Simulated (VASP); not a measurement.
# MoS2 (R-3m) in VASP: notebook

MoS2 is run at these levels: PBEsol+U; tasks: single point.

Program: VASP 6.6.1. These are calculated values, not measurements. Logs are shortened: lines on timing, memory, paths and dates and some standing lists are left out, and cuts for length are marked.

## Step 1: The cell of the first run

It takes space group R-3m (No. 166, trigonal). Conventional cell: a = 3.171 Å, b = 3.171 Å, c = 18.345 Å, α = 90.00°, β = 90.00°, γ = 120.00°. Within 3.2 Å of Mo (site symmetry -3m) lie 6 S at 2.39 Å and 6 Mo at 3.17 Å. S (site symmetry 3m) has 3 Mo at 2.39 Å and 6 S at 3.17 Å within 3.2 Å.

## Step 2: Single point, PBEsol+U

Contents of INCAR:

```
PREC = Accurate ; ENCUT = 520
EDIFF = 1E-6 ; ISMEAR = -1
SIGMA = 0.05 ; LREAL = F
LASPH = T ; NELM = 150
ALGO = Normal ; ISIF = 2
LWAVE = F ; LCHARG = F
LMAXMIX = 4 ; LDAU = T
LDAUTYPE = 2 ; LDAUL = 2 -1
LDAUU = 2 0 ; LDAUJ = 0 0
LDAUPRINT = 1 ; GGA = PS
NBANDS = 20
```

Contents of KPOINTS:

```
Automatic mesh
0
Gamma
  10 10 10
```

Contents of POSCAR:

```
MoS2
1.0
    1.5855000000      0.9153888518      6.1149966667
   -1.5855000000      0.9153888518      6.1149966667
    0.0000000000     -1.8307777036      6.1149966667
Mo S
1 2
Direct
    0.0000000000      0.0000000000      0.0000000000
    0.2500000000      0.2500000000      0.2500000000
    0.7500000000      0.7500000000      0.7500000000
```

Potentials or basis: VASP PAW PBE potentials, release 64 (Mo_sv, S).

Command:

```bash
$ cat potpaw_PBE.64/Mo_sv/POTCAR potpaw_PBE.64/S/POTCAR > POTCAR
$ mpirun -np 1 vasp_std > vasp.out
```

OUTCAR:

```text
PREC = Accurate
   ENCUT = 520
   EDIFF = 1E-6
   ISMEAR = -1
   LREAL = F
   LASPH = T
   NELM = 150
   ISIF = 2
   GGA = PS

 ion  position               nearest neighbor table
   1  0.000  0.000  0.000-   3 2.39   2 2.39   3 2.39   3 2.39   2 2.39   2 2.39
   2  0.250  0.250  0.250-   1 2.39   1 2.39   1 2.39
   3  0.750  0.750  0.750-   1 2.39   1 2.39   1 2.39

  LATTYP: Found a trigonal (rhomboedric) cell.
 ALAT       =     6.3831756386
 COS(alpha) =     0.8766074614

  Lattice vectors:

 A1 = (   1.5855000000,   0.9153888518,   6.1149966667)
 A2 = (  -1.5855000000,   0.9153888518,   6.1149966667)
 A3 = (   0.0000000000,  -1.8307777036,   6.1149966667)

Analysis of symmetry for initial positions (statically):
=====================================================================
 Subroutine PRICEL returns:
 Original cell was already a primitive cell.

 Routine SETGRP: Setting up the symmetry group for a
 trigonal (rhombohedral) supercell.

 Subroutine GETGRP returns: Found 12 space group operations
 (whereof 12 operations were pure point group operations)
 out of a pool of 12 trial point group operations.

The static configuration has the point symmetry D_3d.

Analysis of symmetry for dynamics (positions and initial velocities):
=====================================================================
 Subroutine PRICEL returns:
 Original cell was already a primitive cell.

 Routine SETGRP: Setting up the symmetry group for a
 trigonal (rhombohedral) supercell.

 Subroutine GETGRP returns: Found 12 space group operations
 (whereof 12 operations were pure point group operations)
 out of a pool of 12 trial point group operations.

The dynamic configuration has the point symmetry D_3d.

 Subroutine INISYM returns: Found 12 space group operations
 (whereof 12 operations are pure point group operations),
 and found     1 'primitive' translations

----------------------------------------------------------------------------------------

                                     Primitive cell

  volume of cell :      53.2500

  direct lattice vectors                    reciprocal lattice vectors
     1.585500000  0.915388852  6.114996667     0.315357931  0.182071986  0.054510796
    -1.585500000  0.915388852  6.114996667    -0.315357931  0.182071986  0.054510796
     0.000000000 -1.830777704  6.114996667     0.000000000 -0.364143973  0.054510796

  length of vectors
     6.383175639  6.383175639  6.383175639     0.368201385  0.368201385  0.368201385

  position of ions in fractional coordinates (direct lattice)
     0.000000000  0.000000000  0.000000000
     0.250000000  0.250000000  0.250000000
     0.750000000  0.750000000  0.750000000

  ion indices of the primitive-cell ions
   primitive index   ion index
                 1           1
                 2           2
                 3           3

----------------------------------------------------------------------------------------

 KPOINTS: Automatic mesh

Automatic generation of k-mesh.
 Grid dimensions read from file:
 generate k-points for:   10   10   10

 Generating k-lattice:

  Cartesian coordinates                     Fractional coordinates (reciprocal lattice)
     0.031535793  0.018207199  0.005451080     0.100000000  0.000000000  0.000000000
    -0.031535793  0.018207199  0.005451080     0.000000000  0.100000000  0.000000000
     0.000000000 -0.036414397  0.005451080     0.000000000  0.000000000  0.100000000

  Length of vectors
[... 39 lines left out ...]
   total plane-waves  NPLWV = 110592
   dimension x,y,z NGX =    48 NGY =   48 NGZ =   48
   dimension x,y,z NGXF=    96 NGYF=   96 NGZF=   96
   ions per type =               1   2
   NGX,Y,Z   is equivalent  to a cutoff of  12.50, 12.50, 12.50 a.u.
   NGXF,Y,Z  is equivalent  to a cutoff of  25.00, 25.00, 25.00 a.u.
 SYSTEM =  unknown system
   PREC   = accura    normal or accurate (medium, high low for compatibility)
   ISTART =      0    job   : 0-new  1-cont  2-samecut
   ICHARG =      2    charge: 1-file 2-atom 10-const
   ISPIN  =      1    spin polarized calculation?
   LNONCOLLINEAR =      F non collinear calculations
   LSORBIT =      F    spin-orbit coupling
   LASPH  =      T    aspherical Exc in radial PAW
   ENCUT  =  520.0 eV  38.22 Ry    6.18 a.u.  11.87 11.87 11.87*2*pi/ulx,y,z
   NELM   =    150;   NELMIN=  2; NELMDL= -5     # of ELM steps
   EDIFF  = 0.1E-05   stopping-criterion for ELM
   LREAL  =      F    real-space projection
   EDIFFG = 0.1E-04   stopping-criterion for IOM
   NSW    =      0    number of steps for IOM
   IBRION =     -1    ionic relax: 0-MD 1-quasi-New 2-CG
   NFREE  =      0    steps in history (QN), initial steepest desc. (CG)
   ISIF   =      2    stress and relaxation
   ISYM   =      2    0-nonsym 1-usesym 2-fastsym
   POTIM  = 0.5000    time-step for ionic-motion
   TEBEG  =    0.0;   TEEND  =   0.0 temperature during run
   PSTRESS=    0.0 pullay stress
   NELECT =      26.0000    total number of electrons
   NUPDOWN=      -1.0000    fix difference up-down
   EMIN   =  10.00;   EMAX   =-10.00  energy-range for DOS
   EFERMI =   0.00;   METHOD = LEGACY
   ISMEAR =    -1;   SIGMA  =   0.05  broadening in eV -4-tet -1-fermi 0-gaus
   EFERMI_NEDOS =   21; number of points for ismear=-14 and -15
   IALGO  =     38    algorithm
   IMIX   =      4    mixing-type and parameters
     AMIX     =   0.40;   BMIX     =  1.00
     AMIX_MAG =   1.60;   BMIX_MAG =  1.00
  volume/ion in A,a.u.               =      17.75       119.78
  Fermi-wavevector in a.u.,A,eV,Ry     =   1.289118  2.436081 22.610522  1.661826
  Thomas-Fermi vector in A             =   2.421031
   LORBIT       =      0    0 simple, 1 ext, 2 COOP (PROOUT), +10 PAW based schemes
 LDA+U is selected, type is set to LDAUTYPE =  2
   angular momentum for each species LDAUL =     2   -1
   U (eV)           for each species LDAUU =   2.0  0.0
   J (eV)           for each species LDAUJ =   0.0  0.0
   GGA     = PS    functional components
   LHFCALC =     F    Hartree Fock is set to
   AEXX    =    0.0000 exact exchange contribution
   IVDW    =     0    specifies the selected vdW correction
   LEPSILON=     F    determine dielectric tensor
   LRPA    =     F    only Hartree local field effects (RPA)
 non-spin polarized calculation
  energy-cutoff  :      520.00
  volume of cell :       53.25
 maximum number of plane-waves:      1452
   NGX = 23   NGY = 23   NGZ = 23

atom =   1  type =  1  l = 2

 onsite density matrix

spin component  1

  0.3674 -0.0000 -0.0000 -0.0092 -0.0000
 -0.0000  0.4290  0.0000  0.0000 -0.0092
 -0.0000  0.0000  0.4001 -0.0000 -0.0000
 -0.0092  0.0000 -0.0000  0.4290  0.0000
 -0.0000 -0.0092 -0.0000  0.0000  0.3674

spin component  2

  0.3674 -0.0000 -0.0000 -0.0092 -0.0000
 -0.0000  0.4290  0.0000  0.0000 -0.0092
 -0.0000  0.0000  0.4001 -0.0000 -0.0000
 -0.0092  0.0000 -0.0000  0.4290  0.0000
 -0.0000 -0.0092 -0.0000  0.0000  0.3674

 occupancies and eigenvectors

  o =  0.3660  v = -0.0060 -0.1440 -0.0000 -0.0009 -0.9896  0.0000  0.0000  0.0000  0.0000  0.0000      0.0000  0.0000  0.0000  0.0000  0.0000  0.0000  0.0000  0.0000  0.0000  0.0000
  o =  0.3660  v =  0.0000  0.0000  0.0000  0.0000  0.0000 -0.0060 -0.1440 -0.0000 -0.0009 -0.9896      0.0000  0.0000  0.0000  0.0000  0.0000  0.0000  0.0000  0.0000  0.0000  0.0000
  o =  0.3660  v =  0.9896 -0.0009 -0.0000  0.1440 -0.0060  0.0000  0.0000  0.0000  0.0000  0.0000      0.0000  0.0000  0.0000  0.0000  0.0000  0.0000  0.0000  0.0000  0.0000  0.0000
  o =  0.3660  v =  0.0000  0.0000  0.0000  0.0000  0.0000  0.9896 -0.0009 -0.0000  0.1440 -0.0060      0.0000  0.0000  0.0000  0.0000  0.0000  0.0000  0.0000  0.0000  0.0000  0.0000
  o =  0.4001  v = -0.0000 -0.0000  1.0000  0.0000 -0.0000  0.0000  0.0000  0.0000  0.0000  0.0000      0.0000  0.0000  0.0000  0.0000  0.0000  0.0000  0.0000  0.0000  0.0000  0.0000
  o =  0.4001  v =  0.0000  0.0000  0.0000  0.0000  0.0000 -0.0000 -0.0000  1.0000  0.0000 -0.0000      0.0000  0.0000  0.0000  0.0000  0.0000  0.0000  0.0000  0.0000  0.0000  0.0000
  o =  0.4304  v =  0.0000  0.0000  0.0000  0.0000  0.0000 -0.0000 -0.9896 -0.0000  0.0001  0.1440      0.0000  0.0000  0.0000  0.0000  0.0000  0.0000  0.0000  0.0000  0.0000  0.0000
  o =  0.4304  v = -0.0000 -0.9896 -0.0000  0.0001  0.1440  0.0000  0.0000  0.0000  0.0000  0.0000      0.0000  0.0000  0.0000  0.0000  0.0000  0.0000  0.0000  0.0000  0.0000  0.0000
  o =  0.4304  v =  0.0000  0.0000  0.0000  0.0000  0.0000  0.1440 -0.0001  0.0000 -0.9896  0.0000      0.0000  0.0000  0.0000  0.0000  0.0000  0.0000  0.0000  0.0000  0.0000  0.0000
  o =  0.4304  v =  0.1440 -0.0001  0.0000 -0.9896  0.0000  0.0000  0.0000  0.0000  0.0000  0.0000      0.0000  0.0000  0.0000  0.0000  0.0000  0.0000  0.0000  0.0000  0.0000  0.0000

 number of electron      25.9999998 magnetization

 Free energy of the ion-electron system (eV)
  ---------------------------------------------------
  ext. energy  EPLUGINS =         0.00000000
  ---------------------------------------------------
  free energy    TOTEN  =       -20.21240271 eV

  energy without entropy =      -20.20661295  energy(sigma->0) =      -20.20950783

 E-fermi :   7.7767     XC(G=0): -11.0057

 val. band max:        7.7516661514   @ k =   0.1000   0.1000  -0.0000
 cond. band min:       7.7969127253   @ k =   0.2000   0.1000   0.1000
 fundamental gap:      0.0452465739
 Fermi energy:         7.7767417956

 k-point     1 :       0.0000    0.0000    0.0000
  band No.  band energies     occupation
      1     -54.1253      2.00000
      2     -28.2174      2.00000
      3     -28.1491      2.00000
      4     -28.1491      2.00000
      5      -7.4739      2.00000
      6      -5.8061      2.00000
[... 541 lines left out ...]
     19      14.8333      0.00000
     20      15.9576      0.00000

 [... further k-points ...]

------------------------ aborting loop because EDIFF is reached ----------------------------------------

  FORCE on cell =-STRESS in cart. coord.  units (eV):
  Direction    XX          YY          ZZ          XY          YZ          ZX
  --------------------------------------------------------------------------------------
  -------------------------------------------------------------------------------------
  Total        0.7923445      0.7923445      2.4040341      0.0000000      0.0000000      0.0000000
  in kB       23.8399460     23.8399460     72.3322314      0.0000000      0.0000000      0.0000000
  external PRESSURE =      40.0040411 kB  Pullay stress =       0.0000000 kB

 VOLUME and BASIS-vectors are now :
 -----------------------------------------------------------------------------
  energy-cutoff  :      520.00
  volume of cell :       53.25
      direct lattice vectors                 reciprocal lattice vectors
     1.585500000  0.915388852  6.114996667     0.315357931  0.182071986  0.054510796
    -1.585500000  0.915388852  6.114996667    -0.315357931  0.182071986  0.054510796
     0.000000000 -1.830777704  6.114996667     0.000000000 -0.364143973  0.054510796

 POSITION                                       TOTAL-FORCE (eV/Angst)
 -----------------------------------------------------------------------------------
      0.00000      0.00000      0.00000         0.000000      0.000000      0.000000
      0.00000      0.00000      4.58625         0.000000     -0.000000     -0.855866
      0.00000      0.00000     13.75874         0.000000      0.000000      0.855866
 -----------------------------------------------------------------------------------
    total drift:                               -0.000000     -0.000000      0.000000

  FREE ENERGIE OF THE ION-ELECTRON SYSTEM (eV)
  ---------------------------------------------------
  free  energy   TOTEN  =       -20.2124027147 eV

  energy  without entropy=      -20.2066129493  energy(sigma->0) =      -20.20950783
```

Run time: 3.5 min. Hardware: 1 thread of AMD EPYC 9R45 (Zen 5), shared host; peak memory 0.35 GiB.

Results:

```
Free energy            : -20.2124 eV
Pressure               : 4.0 GPa
Largest force          : 0.856 eV/Å
Band gap on the k mesh : zero (bands 13 and 14 overlap by 0.65 eV)
```

Forces on the atoms (eV/Å):
```
Mo   0.000  0.000  0.000
S    0.000  0.000 -0.856
S    0.000  0.000  0.856
```

Stress tensor (GPa, compression positive):
```
2.38 0.00 0.00
0.00 2.38 0.00
0.00 0.00 7.23
```

Levels at points of the mesh, in eV from the Fermi level:
```
           k point  band 11  band 12  band 13  band 14  band 15  band 16
(0.00, 0.00, 0.00)    -1.27    -1.08    -1.08    -0.29    -0.29     3.38
(0.50, 0.00, 0.00)    -2.93    -1.98    -1.66     1.09     1.96     3.38
(0.50, 0.50, 0.00)    -2.95    -2.30    -1.88     1.09     1.75     3.83
(0.50, 0.50, 0.50)    -1.07    -1.07    -0.39    -0.39    -0.07     3.50
```

Eigenvalues of the final occupation matrices:
```csv
site,spin,trace,eigenvalues
site 1 d,1,1.99,0.37 0.37 0.40 0.43 0.43
site 1 d,2,1.99,0.37 0.37 0.40 0.43 0.43
```

Caveat: the cell stands under pressure; the PAW data sets were made with another functional, which shifts forces and pressure a little; U without spin polarisation on a metal has little footing.

## Step 3: Single point, PBEsol+U

Contents of INCAR:

```
PREC     = Accurate       # precision mode
ENCUT    = 520            # plane-wave cutoff, eV
EDIFF    = 1E-6           # SCF threshold, eV
ISMEAR   = -1             # smearing method
SIGMA    = 0.05           # smearing width, eV
LREAL    = F              # projectors in reciprocal space
LASPH    = T              # aspherical terms in the spheres
NELM     = 150            # most SCF steps
ALGO     = Normal         # electronic algorithm
ISIF     = 2              # what is computed and relaxed
LWAVE    = F              # write WAVECAR
LCHARG   = T              # write CHGCAR
LMAXMIX  = 4              # l up to which the mixer works
LDAU     = T              # DFT+U
LDAUTYPE = 2            
LDAUL    = 2 -1           # shell
LDAUU    = 4 0            # U, eV
LDAUJ    = 0 0          
LDAUPRINT= 1            
GGA      = PS             # functional
LELF     = T              # ELF
LVHAR    = T            
NBANDS   = 20             # bands
```

KPOINTS is that of step 2.

POSCAR is that of step 2.

Potentials or basis: VASP PAW PBE potentials, release 64 (Mo_sv, S).

Command:

```bash
$ cat potpaw_PBE.64/Mo_sv/POTCAR potpaw_PBE.64/S/POTCAR > POTCAR
$ mpirun -np 1 vasp_std > vasp.out
```

Wall time 4.1 min (1 thread of AMD EPYC 9R45 (Zen 5), shared host); peak memory 0.35 GiB.

The run converged. Its results:

| Property | Result |
| --- | --- |
| Free energy | -17.8297 eV |
| Pressure | 5.3 GPa |
| Largest force | 0.952 eV/Å |
| Band gap on the k mesh | zero (bands 13 and 14 overlap by 0.68 eV) |

Forces in eV/Å, atoms in the order of the input:
```
Mo   0.000  0.000  0.000
S    0.000  0.000 -0.952
S    0.000  0.000  0.952
```

Stress tensor (GPa, compression positive):
```
3.79 0.00 0.00
0.00 3.79 0.00
0.00 0.00 8.19
```

Levels at points of the mesh, in eV from the Fermi level:
| k point | band 10 | band 11 | band 12 | band 13 | band 14 | band 15 | band 16 | band 17 |
| --- | --- | --- | --- | --- | --- | --- | --- | --- |
| (0.00, 0.00, 0.00) | -1.87 | -1.25 | -1.09 | -1.09 | -0.32 | -0.32 | 3.39 | 3.39 |
| (0.50, 0.00, 0.00) | -4.41 | -2.98 | -1.98 | -1.70 | 1.18 | 1.99 | 3.36 | 4.13 |
| (0.50, 0.50, 0.00) | -4.34 | -2.99 | -2.31 | -1.91 | 1.18 | 1.79 | 3.81 | 4.50 |
| (0.50, 0.50, 0.50) | -4.02 | -1.08 | -1.08 | -0.42 | -0.42 | -0.05 | 3.51 | 3.51 |

Eigenvalues of the final occupation matrices:
```tsv
site	spin	trace	eigenvalues
site 1 d	1	1.97	0.36 0.36 0.39 0.43 0.43
site 1 d	2	1.97	0.36 0.36 0.39 0.43 0.43
```

Caveat: the cell stands under pressure; the PAW data sets were made with another functional, which shifts forces and pressure a little; U without spin polarisation on a metal has little footing.

## Step 4: Single point, PBEsol+U

Contents of INCAR:

```
SYSTEM = MoS2
PREC     = Accurate       ! precision mode
ENCUT    = 520            ! plane-wave cutoff, eV
EDIFF    = 1E-6           ! SCF threshold, eV
ISMEAR   = -1             ! smearing method
SIGMA    = 0.05           ! smearing width, eV
LREAL    = .FALSE.        ! projectors in reciprocal space
LASPH    = .TRUE.         ! aspherical terms in the spheres
NELM     = 150            ! most SCF steps
ALGO     = Normal         ! electronic algorithm
ISIF     = 2              ! what is computed and relaxed
LWAVE    = .FALSE.        ! write WAVECAR
LCHARG   = .FALSE.        ! write CHGCAR
LMAXMIX  = 4              ! l up to which the mixer works
LDAU     = .TRUE.         ! DFT+U
LDAUTYPE = 2            
LDAUL    = 2 -1           ! shell
LDAUU    = 6 0            ! U, eV
LDAUJ    = 0 0          
LDAUPRINT= 1            
GGA      = PS             ! functional
NBANDS   = 20             ! bands
```

Contents of KPOINTS:

```
Automatic mesh
0
G
  10 10 10
  0 0 0
```

POSCAR is that of step 3.

Command:

```bash
$ cat potpaw_PBE.64/Mo_sv/POTCAR potpaw_PBE.64/S/POTCAR > POTCAR
$ mpirun -np 1 vasp_std > vasp.out
```

Run time: 4.2 min. Hardware: 1 thread of AMD EPYC 9R45 (Zen 5), shared host; peak memory 0.35 GiB.

The run converged. Its results:

```yaml
Free_energy: -15.4610 eV
Pressure: 6.6 GPa
Largest_force: 1.050 eV/Å
Band_gap_on_the_k_mesh: zero (bands 13 and 14 overlap by 0.73 eV)
```

Forces in eV/Å, atoms in the order of the input:
```
Mo   0.000  0.000  0.000
S    0.000  0.000 -1.050
S    0.000  0.000  1.050
```

Stress tensor (GPa, compression positive):
```
5.37 0.00 0.00
0.00 5.37 0.00
0.00 0.00 9.13
```

Levels at points of the mesh, in eV from the Fermi level:
| k point | band 10 | band 11 | band 12 | band 13 | band 14 | band 15 | band 16 | band 17 |
| --- | --- | --- | --- | --- | --- | --- | --- | --- |
| (0.00, 0.00, 0.00) | -1.90 | -1.20 | -1.12 | -1.12 | -0.35 | -0.35 | 3.41 | 3.41 |
| (0.50, 0.00, 0.00) | -4.43 | -3.03 | -1.98 | -1.74 | 1.29 | 2.05 | 3.34 | 4.14 |
| (0.50, 0.50, 0.00) | -4.36 | -3.03 | -2.32 | -1.95 | 1.29 | 1.85 | 3.79 | 4.44 |
| (0.50, 0.50, 0.50) | -4.05 | -1.12 | -1.12 | -0.45 | -0.45 | -0.01 | 3.53 | 3.53 |

Eigenvalues of the final occupation matrices:
```tsv
site	spin	trace	eigenvalues
site 1 d	1	1.95	0.34 0.34 0.39 0.44 0.44
site 1 d	2	1.95	0.34 0.34 0.39 0.44 0.44
```

Caveat: the cell stands under pressure; the PAW data sets were made with another functional, which shifts forces and pressure a little; U without spin polarisation on a metal has little footing.

## Step 5: Overview

| U | gap on the mesh (eV) | pressure (GPa) | largest force (eV/Å) |
| --- | --- | --- | --- |
| Mo d U = 2.0 eV | none | 4.0 | 0.86 |
| Mo d U = 4.0 eV | none | 5.3 | 0.95 |
| Mo d U = 6.0 eV | none | 6.6 | 1.05 |

Alike in all rows: task single point; level PBEsol+U; potentials or basis VASP PAW PBE potentials, release 64 (Mo_sv, S); no spin polarisation; cell as given; k mesh 10 × 10 × 10; cutoff (eV) 520; smearing fermi-dirac 0.05 eV.

Caveats: the cell stands under pressure; the PAW data sets were made with another functional, which shifts forces and pressure a little; U without spin polarisation on a metal has little footing.

Absolute energies hang on the potentials; compare differences alone.

The gap in the log of VASP goes by the Fermi energy; the results here count the filled bands.